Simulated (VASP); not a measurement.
The system is GaN.

```
Ga N
1.0
     0.00000    2.13650    2.36206
     2.13650    0.00000    2.36206
     2.13650    2.13650    0.00000
Ga N
1 1
Direct
  0.00000 0.00000 0.00000
  0.25000 0.25000 0.25000
```

This cell differs from its parent crystal: epitaxial xy strain -5.0%.

Base run:

```yaml
Program: VASP 6.6.1
Functional: r2SCAN
Potentials_or_basis: VASP PAW PBE potentials, release 64 (Ga_d, N)
Cutoff: 520 eV
k_mesh: 10 × 10 × 10
Occupations: gaussian, width 0.01 eV
Spin: no spin polarisation
```

Its results: band gap on the k mesh 2.29 eV, direct; pressure 12.1 GPa.

Task: The run is repeated on the same cell with these changes: functional from r2SCAN to PBE; occupations from gaussian, width 0.01 eV to fermi-dirac, width 0.02 eV. What comes out?

Result: Band gap on the k mesh 1.88 eV, direct; pressure 17.3 GPa.

Caveats: the PAW data sets were made with another functional, which shifts forces and pressure a little (some runs).

